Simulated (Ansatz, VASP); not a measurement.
# ZnS in VASP and in Ansatz

```xyz
4
Lattice="3.6977 0.0000 0.0000 -1.8488 3.2023 0.0000 0.0000 0.0000 5.7140" Properties=species:S:1:pos:R:3 pbc="T T T"
Zn    0.0000    2.1349    0.0311
Zn    1.8488    1.0674    2.8881
S     0.0000    2.1349    2.1688
S     1.8488    1.0674    5.0258
```

Alike in both runs: task single point; functional PBEsol; k mesh 9 × 9 × 6; occupations gaussian, width 0.05 eV; no spin polarisation.

|  | VASP | Ansatz |
| --- | --- | --- |
| version | VASP 6.6.1 | Ansatz 0.2.0 |
| potentials or method | VASP PAW PBE potentials, release 64 (Zn, S), cutoff 520 eV | scalar-relativistic, plane waves, PAW |
| valence electrons in the cell | 36 | 36 |

|  | VASP | Ansatz | Ansatz less VASP |
| --- | --- | --- | --- |
| gap on the k mesh at the Fermi level (eV) | 2.70 | 2.69 | -0.009 |
| least direct gap on the mesh (eV) | 2.70 | 2.69 | -0.009 |
| pressure (GPa) | 14.5 | 14.2 | -0.31 |
| traceless stress, the component that is largest in VASP (GPa) | 10.65 | 10.61 | -0.040 |
| rms of the force components (eV/Å) | 0.538 | 0.536 | -0.0020 |

VASP's potentials were made for PBE, not for PBEsol. Atom by atom the forces differ by 0.002 eV/Å (rms over components).
